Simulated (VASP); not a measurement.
# TlCl (Pm-3m) in VASP: further runs

Runs on TlCl. Level: PBE. Tasks: single point.

All numbers are computed with VASP 6.6.1; they aren't measurements. Logs are shortened: lines on timing, memory, paths and dates and some standing lists are left out, and cuts for length are marked.

## (1) The cell of the first run

Symmetry: Pm-3m, No. 221, cubic system. The conventional cell has a = 3.729 Å, b = 3.729 Å, c = 3.729 Å, α = 90.00°, β = 90.00°, γ = 90.00°. Tl (site symmetry m-3m) has 8 Cl at 3.23 Å and 6 Tl at 3.73 Å within 4.2 Å. Cl (site symmetry m-3m) has 8 Tl at 3.23 Å and 6 Cl at 3.73 Å within 4.2 Å.

## (2) Single point, PBE

Input file INCAR:

```
PREC = Accurate ; ENCUT = 500
EDIFF = 1E-6 ; ISMEAR = 0
SIGMA = 0.01 ; LREAL = False
LASPH = True ; NELM = 120
ALGO = Normal ; ISIF = 2
LWAVE = False ; LCHARG = True
GGA = PE ; LELF = True
LVHAR = True ; NBANDS = 17
GGA_COMPAT = False
```

Input file KPOINTS:

```
regular mesh
0
Gamma
  5 5 5
```

Input file POSCAR:

```
TlCl
1.0
    3.7289055597      0.0000000000      0.0000000000
    0.0000000000      3.7289055597      0.0000000000
    0.0000000000      0.0000000000      3.7289055597
Tl Cl
1 1
Direct
    0.0000000000      0.0000000000      0.0000000000
    0.5000000000      0.5000000000      0.5000000000
```

Potentials or basis: VASP PAW PBE potentials, release 64 (Tl_d, Cl).

Command:

```
$ cat potpaw_PBE.64/Tl_d/POTCAR potpaw_PBE.64/Cl/POTCAR > POTCAR
$ mpirun -np 1 vasp_std > vasp.out
```

OUTCAR:

```text
PREC = Accurate
   ENCUT = 500
   EDIFF = 1E-6
   ISMEAR = 0
   LREAL = False
   LASPH = True
   NELM = 120
   ISIF = 2
   GGA = PE

 ion  position               nearest neighbor table
   1  0.000  0.000  0.000-   2 3.23   2 3.23   2 3.23   2 3.23   2 3.23   2 3.23   2 3.23   2 3.23

   2  0.500  0.500  0.500-   1 3.23   1 3.23   1 3.23   1 3.23   1 3.23   1 3.23   1 3.23   1 3.23

  LATTYP: Found a simple cubic cell.
 ALAT       =     3.7289055597

  Lattice vectors:

 A1 = (   3.7289055597,   0.0000000000,   0.0000000000)
 A2 = (   0.0000000000,   3.7289055597,   0.0000000000)
 A3 = (   0.0000000000,   0.0000000000,   3.7289055597)

Analysis of symmetry for initial positions (statically):
=====================================================================
 Subroutine PRICEL returns:
 Original cell was already a primitive cell.

 Routine SETGRP: Setting up the symmetry group for a
 simple cubic supercell.

 Subroutine GETGRP returns: Found 48 space group operations
 (whereof 48 operations were pure point group operations)
 out of a pool of 48 trial point group operations.

The static configuration has the point symmetry O_h .

Analysis of symmetry for dynamics (positions and initial velocities):
=====================================================================
 Subroutine PRICEL returns:
 Original cell was already a primitive cell.

 Routine SETGRP: Setting up the symmetry group for a
 simple cubic supercell.

 Subroutine GETGRP returns: Found 48 space group operations
 (whereof 48 operations were pure point group operations)
 out of a pool of 48 trial point group operations.

The dynamic configuration has the point symmetry O_h .

 Subroutine INISYM returns: Found 48 space group operations
 (whereof 48 operations are pure point group operations),
 and found     1 'primitive' translations

----------------------------------------------------------------------------------------

                                     Primitive cell

  volume of cell :      51.8494

  direct lattice vectors                    reciprocal lattice vectors
     3.728905560  0.000000000  0.000000000     0.268175202  0.000000000  0.000000000
     0.000000000  3.728905560  0.000000000     0.000000000  0.268175202  0.000000000
     0.000000000  0.000000000  3.728905560     0.000000000  0.000000000  0.268175202

  length of vectors
     3.728905560  3.728905560  3.728905560     0.268175202  0.268175202  0.268175202

  position of ions in fractional coordinates (direct lattice)
     0.000000000  0.000000000  0.000000000
     0.500000000  0.500000000  0.500000000

  ion indices of the primitive-cell ions
   primitive index   ion index
                 1           1
                 2           2

----------------------------------------------------------------------------------------

 KPOINTS: regular mesh

Automatic generation of k-mesh.
 Grid dimensions read from file:
 generate k-points for:    5    5    5

 Generating k-lattice:

  Cartesian coordinates                     Fractional coordinates (reciprocal lattice)
     0.053635040  0.000000000  0.000000000     0.200000000  0.000000000  0.000000000
     0.000000000  0.053635040  0.000000000     0.000000000  0.200000000  0.000000000
     0.000000000  0.000000000  0.053635040     0.000000000  0.000000000  0.200000000

  Length of vectors
     0.053635040  0.053635040  0.053635040

  Shift w.r.t. Gamma in fractional coordinates (k-lattice)
     0.000000000  0.000000000  0.000000000

 Subroutine IBZKPT returns following result:
 ===========================================

 Found     10 irreducible k-points:

 Following reciprocal coordinates:
            Coordinates               Weight
  0.000000  0.000000  0.000000      1.000000
  0.200000  0.000000  0.000000      6.000000
  0.400000  0.000000  0.000000      6.000000
  0.200000  0.200000  0.000000     12.000000
  0.400000  0.200000  0.000000     24.000000
  0.400000  0.400000  0.000000     12.000000
  0.200000  0.200000  0.200000      8.000000
  0.400000  0.200000  0.200000     24.000000
  0.400000  0.400000  0.200000     24.000000
  0.400000  0.400000  0.400000      8.000000
   k-points           NKPTS =     10   k-points in BZ     NKDIM =     10   number of bands    NBANDS=     17
   number of dos      NEDOS =    301   number of ions     NIONS =      2
   total plane-waves  NPLWV =  21952
   dimension x,y,z NGX =    28 NGY =   28 NGZ =   28
   dimension x,y,z NGXF=    56 NGYF=   56 NGZF=   56
   ions per type =               1   1
   NGX,Y,Z   is equivalent  to a cutoff of  12.48, 12.48, 12.48 a.u.
   NGXF,Y,Z  is equivalent  to a cutoff of  24.97, 24.97, 24.97 a.u.
 SYSTEM =  unknown system
   PREC   = accura    normal or accurate (medium, high low for compatibility)
   ISTART =      0    job   : 0-new  1-cont  2-samecut
   ICHARG =      2    charge: 1-file 2-atom 10-const
   ISPIN  =      1    spin polarized calculation?
   LNONCOLLINEAR =      F non collinear calculations
   LSORBIT =      F    spin-orbit coupling
   LASPH  =      T    aspherical Exc in radial PAW
   ENCUT  =  500.0 eV  36.75 Ry    6.06 a.u.   6.80  6.80  6.80*2*pi/ulx,y,z
   NELM   =    120;   NELMIN=  2; NELMDL= -5     # of ELM steps
   EDIFF  = 0.1E-05   stopping-criterion for ELM
   LREAL  =      F    real-space projection
   EDIFFG = 0.1E-04   stopping-criterion for IOM
   NSW    =      0    number of steps for IOM
   IBRION =     -1    ionic relax: 0-MD 1-quasi-New 2-CG
   NFREE  =      0    steps in history (QN), initial steepest desc. (CG)
   ISIF   =      2    stress and relaxation
   ISYM   =      2    0-nonsym 1-usesym 2-fastsym
   POTIM  = 0.5000    time-step for ionic-motion
   TEBEG  =    0.0;   TEEND  =   0.0 temperature during run
   PSTRESS=    0.0 pullay stress
   NELECT =      20.0000    total number of electrons
   NUPDOWN=      -1.0000    fix difference up-down
   EMIN   =  10.00;   EMAX   =-10.00  energy-range for DOS
   EFERMI =   0.00;   METHOD = LEGACY
   ISMEAR =     0;   SIGMA  =   0.01  broadening in eV -4-tet -1-fermi 0-gaus
   EFERMI_NEDOS =   21; number of points for ismear=-14 and -15
   IALGO  =     38    algorithm
   IMIX   =      4    mixing-type and parameters
     AMIX     =   0.40;   BMIX     =  1.00
     AMIX_MAG =   1.60;   BMIX_MAG =  1.00
  volume/ion in A,a.u.               =      25.92       174.95
  Fermi-wavevector in a.u.,A,eV,Ry     =   1.191709  2.252003 19.322581  1.420170
  Thomas-Fermi vector in A             =   2.327764
   LORBIT       =      0    0 simple, 1 ext, 2 COOP (PROOUT), +10 PAW based schemes
   GGA     = PE    functional components
   LHFCALC =     F    Hartree Fock is set to
   AEXX    =    0.0000 exact exchange contribution
   IVDW    =     0    specifies the selected vdW correction
   LEPSILON=     F    determine dielectric tensor
   LRPA    =     F    only Hartree local field effects (RPA)
 non-spin polarized calculation
 Gauss-broadening in eV      SIGMA  =   0.01
  energy-cutoff  :      500.00
  volume of cell :       51.85
 maximum number of plane-waves:      1357
 NGX is ok and might be reduce to    28
   NGX = 13   NGY = 13   NGZ = 13

 number of electron      20.0000007 magnetization

 Free energy of the ion-electron system (eV)
  ---------------------------------------------------
  ext. energy  EPLUGINS =         0.00000000
  ---------------------------------------------------
  free energy    TOTEN  =        -5.93162926 eV

  energy without entropy =       -5.93162926  energy(sigma->0) =       -5.93162926

 E-fermi :   3.3678     XC(G=0):  -9.5516

 val. band max:        3.3247806422   @ k =   0.4000   0.0000   0.0000
 cond. band min:       6.1953305105   @ k =   0.4000   0.0000   0.0000
 fundamental gap:      2.8705498683
 Fermi energy:         3.3677726869

 k-point     1 :       0.0000    0.0000    0.0000
  band No.  band energies     occupation
      1     -10.6347      2.00000
      2      -6.4388      2.00000
      3      -6.4388      2.00000
      4      -6.1286      2.00000
      5      -6.1286      2.00000
      6      -6.1286      2.00000
[... 9 lines left out ...]
     16      17.1310      0.00000
     17      17.9422      0.00000

 k-point     2 :       0.2000    0.0000    0.0000
  band No.  band energies     occupation
      1     -10.5273      2.00000
      2      -6.4317      2.00000
      3      -6.3641      2.00000
      4      -6.1671      2.00000
      5      -6.1671      2.00000
      6      -6.1251      2.00000
[... 9 lines left out ...]
     16      17.6675      0.00000
     17      17.8886      0.00000

 k-point     3 :       0.4000    0.0000    0.0000
  band No.  band energies     occupation
      1     -10.3398      2.00000
      2      -6.4203      2.00000
      3      -6.2550      2.00000
      4      -6.2279      2.00000
      5      -6.2279      2.00000
      6      -6.1194      2.00000
[... 9 lines left out ...]
     16      16.7628      0.00000
     17      17.8018      0.00000

 k-point     4 :       0.2000    0.2000    0.0000
  band No.  band energies     occupation
      1     -10.4390      2.00000
      2      -6.3936      2.00000
      3      -6.3145      2.00000
      4      -6.1863      2.00000
      5      -6.1664      2.00000
      6      -6.1552      2.00000
[... 9 lines left out ...]
     16      16.0681      0.00000
     17      16.3504      0.00000

 k-point     5 :       0.4000    0.2000    0.0000
  band No.  band energies     occupation
      1     -10.2880      2.00000
      2      -6.3722      2.00000
      3      -6.2176      2.00000
      4      -6.2120      2.00000
      5      -6.1987      2.00000
      6      -6.1504      2.00000
[... 9 lines left out ...]
     16      16.2830      0.00000
     17      17.1660      0.00000

 k-point     6 :       0.4000    0.4000    0.0000
  band No.  band energies     occupation
      1     -10.2026      2.00000
      2      -6.3291      2.00000
      3      -6.2025      2.00000
      4      -6.1983      2.00000
      5      -6.1679      2.00000
      6      -6.0830      2.00000
[... 9 lines left out ...]
     16      15.8996      0.00000
     17      16.2552      0.00000

 k-point     7 :       0.2000    0.2000    0.2000
  band No.  band energies     occupation
      1     -10.3606      2.00000
      2      -6.3090      2.00000
      3      -6.3090      2.00000
      4      -6.1999      2.00000
      5      -6.1999      2.00000
      6      -6.1574      2.00000
[... 9 lines left out ...]
     16      17.2737      0.00000
     17      17.8291      0.00000

 k-point     8 :       0.4000    0.2000    0.2000
  band No.  band energies     occupation
      1     -10.2277      2.00000
      2      -6.2988      2.00000
      3      -6.2714      2.00000
      4      -6.2055      2.00000
      5      -6.1683      2.00000
      6      -6.1641      2.00000
[... 9 lines left out ...]
     16      15.8588      0.00000
     17      18.2992      0.00000

 k-point     9 :       0.4000    0.4000    0.2000
  band No.  band energies     occupation
      1     -10.1266      2.00000
      2      -6.2838      2.00000
      3      -6.2587      2.00000
      4      -6.2307      2.00000
      5      -6.1865      2.00000
      6      -6.0795      2.00000
[... 9 lines left out ...]
     16      15.6159      0.00000
     17      18.8688      0.00000

 k-point    10 :       0.4000    0.4000    0.4000
  band No.  band energies     occupation
      1      -9.9957      2.00000
      2      -6.3506      2.00000
      3      -6.3506      2.00000
      4      -6.2868      2.00000
      5      -6.0749      2.00000
      6      -6.0749      2.00000
[... 9 lines left out ...]
     16      16.1960      0.00000
     17      21.0272      0.00000

------------------------ aborting loop because EDIFF is reached ----------------------------------------

  FORCE on cell =-STRESS in cart. coord.  units (eV):
  Direction    XX          YY          ZZ          XY          YZ          ZX
  --------------------------------------------------------------------------------------
  -------------------------------------------------------------------------------------
  Total        1.3205231      1.3205231      1.3205231     -0.0000000     -0.0000000      0.0000000
  in kB       40.8049103     40.8049103     40.8049103     -0.0000000     -0.0000000      0.0000000
  external PRESSURE =      40.8049103 kB  Pullay stress =       0.0000000 kB

 VOLUME and BASIS-vectors are now :
 -----------------------------------------------------------------------------
  energy-cutoff  :      500.00
  volume of cell :       51.85
      direct lattice vectors                 reciprocal lattice vectors
     3.728905560  0.000000000  0.000000000     0.268175202  0.000000000  0.000000000
     0.000000000  3.728905560  0.000000000     0.000000000  0.268175202  0.000000000
     0.000000000  0.000000000  3.728905560     0.000000000  0.000000000  0.268175202

 POSITION                                       TOTAL-FORCE (eV/Angst)
 -----------------------------------------------------------------------------------
      0.00000      0.00000      0.00000         0.000000      0.000000      0.000000
      1.86445      1.86445      1.86445         0.000000      0.000000      0.000000
 -----------------------------------------------------------------------------------
    total drift:                                0.000000      0.000000      0.000000

  FREE ENERGIE OF THE ION-ELECTRON SYSTEM (eV)
  ---------------------------------------------------
  free  energy   TOTEN  =        -5.9316292589 eV

  energy  without entropy=       -5.9316292589  energy(sigma->0) =       -5.93162926
```

It took 4.6 s on 1 thread of AMD EPYC 9R45 (Zen 5), shared host; peak memory 0.12 GiB.

Results:

| Quantity | Value |
| --- | --- |
| Free energy | -5.9316 eV |
| Pressure | 4.1 GPa |
| Band gap on the k mesh | 2.87 eV, direct |

Levels at points of the mesh, in eV from the valence-band top:
```
           k point  band 6  band 7  band 8  band 9  band 10  band 11  band 12  band 13  band 14  band 15
(0.00, 0.00, 0.00)   -9.45   -4.39   -1.56   -1.56    -1.56     7.99     7.99     8.52     8.52     8.52
```

Caveat: spin-orbit coupling is left out, which moves the levels of the heavy elements. A k mesh can miss the band edges.

## (3) Single point, PBE

This run uses another cell than the first one, of 26.68 Å³/atom, 1.029 times its volume.

Input file INCAR:

```
SYSTEM = TlCl
PREC = Accurate
ENCUT = 500
EDIFF = 1E-6
ISMEAR = 0
SIGMA = 0.01
LREAL = .False.
LASPH = .True.
NELM = 120
ALGO = Normal
ISIF = 2
LWAVE = .False.
LCHARG = .False.
GGA = PE
NBANDS = 17
GGA_COMPAT = .False.
```

Input file KPOINTS:

```
regular mesh
0
Gamma
  5 5 5
  0 0 0
```

Input file POSCAR:

```
TlCl
1.0
    3.7645910348      0.0000000000      0.0000000000
    0.0000000000      3.7645910348      0.0000000000
    0.0000000000      0.0000000000      3.7645910348
Tl Cl
1 1
Direct
    0.0000000000      0.0000000000      0.0000000000
    0.5000000000      0.5000000000      0.5000000000
```

Potentials or basis: VASP PAW PBE potentials, release 64 (Tl_d, Cl).

Command:

```
$ cat potpaw_PBE.64/Tl_d/POTCAR potpaw_PBE.64/Cl/POTCAR > POTCAR
$ mpirun -np 1 vasp_std > vasp.out
```

It took 4.2 s on 1 thread of AMD EPYC 9R45 (Zen 5), shared host; peak memory 0.12 GiB.

It converged, with:

```yaml
Free_energy: -5.9653 eV
Pressure: 3.0 GPa
Band_gap_on_the_k_mesh: 2.89 eV, direct
```

Levels at points of the mesh, in eV from the valence-band top:
```tsv
k point	band 6	band 7	band 8	band 9	band 10	band 11	band 12	band 13	band 14	band 15
(0.00, 0.00, 0.00)	-9.43	-4.34	-1.44	-1.44	-1.44	8.05	8.05	8.38	8.38	8.38
```

Caveat: spin-orbit coupling is left out, which moves the levels of the heavy elements. A k mesh can miss the band edges.

[end of part 1 of 2]
